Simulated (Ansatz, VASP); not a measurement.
**Two plane-wave programs on CuO**

File INCAR:

```
PREC = Accurate
ENCUT = 600
EDIFF = 1E-7
ISMEAR = -1
SIGMA = 0.05
LREAL = F
LASPH = T
NELM = 60
ALGO = Normal
ISIF = 3
LWAVE = F
LCHARG = F
IBRION = 2
NSW = 60
EDIFFG = -0.01
```

KPOINTS

```
Automatic mesh
0
Gamma
  9 9 5
```

POSCAR

```
CuO
1.0
    1.9909680000     -2.1535500000      0.0000000000
    1.9909680000      2.1535500000      0.0000000000
    0.0000000000      0.0000000000      5.1559280000
Cu O
2 2
Direct
    0.5000000000      0.0000000000      0.0000000000
    0.0000000000      0.5000000000      0.5000000000
    0.5000000000      0.5000000000      0.2500000000
    0.5000000000      0.5000000000      0.7500000000
```

File input.yaml:

```yaml
crystal:
  lattice:
    - [1.990968, -2.15355, 0.0]
    - [1.990968, 2.15355, 0.0]
    - [0.0, 0.0, 5.155928]
  atoms:
    - { symbol: Cu, position: [0.5, 0.0, 0.0] }
    - { symbol: Cu, position: [0.0, 0.5, 0.5] }
    - { symbol: O, position: [0.5, 0.5, 0.25] }
    - { symbol: O, position: [0.5, 0.5, 0.75] }
hamiltonian:
  xc: lda
  pseudopotentials: { kind: paw }
kpoints:
  mp_grid: { grid: [9, 9, 5] }
scf:
  occupations: { method: fermi_dirac, width: 0.05 }
output:
  forces: true
  stress: true
  eigenvalues: true
relax:
  f_tol: 0.01
  max_steps: 40
  cell: { stress_tol: 0.05 }
```

Alike in both runs: task relaxation of cell and atoms; functional LDA; k mesh 9 × 9 × 5; occupations fermi-dirac, width 0.05 eV; no spin polarisation.

|  | VASP | Ansatz |
| --- | --- | --- |
| version | VASP 6.6.1 | Ansatz 0.2.0 |
| potentials or method | VASP PAW LDA potentials, release 64 (Cu, O) | Ansatz PAW |
| plane-wave cutoff (eV) | 600 | 420 |
| valence electrons in the cell | 34 | 50 |

Ansatz gave:

| Quantity | Value |
| --- | --- |
| gap on the k mesh at the Fermi level, each at its own relaxed structure (eV) | none |
| relaxed volume (Å³/atom) | 10.27 |
| relaxed cell length with the largest relative difference (Å) | 5.041 |

**Question.** What did VASP give for the same quantities?

**Answer.** gap on the k mesh at the Fermi level, each at its own relaxed structure (eV): none; relaxed volume (Å³/atom): 10.30; relaxed cell length with the largest relative difference (Å): 5.053.

LDA's correlation is that of Perdew and Zunger in VASP and of Perdew and Wang (1992) in Ansatz. A gap of «none» marks a metal or a gap that the smearing closes. VASP's potentials hold 34 valence electrons a cell and Ansatz's 50, so a difference there can come from the potentials and not from the codes.

Noted on Ansatz's run: the plane-wave basis is chosen anew once the cell has moved, so the energies of steps on either side of that aren't comparable.
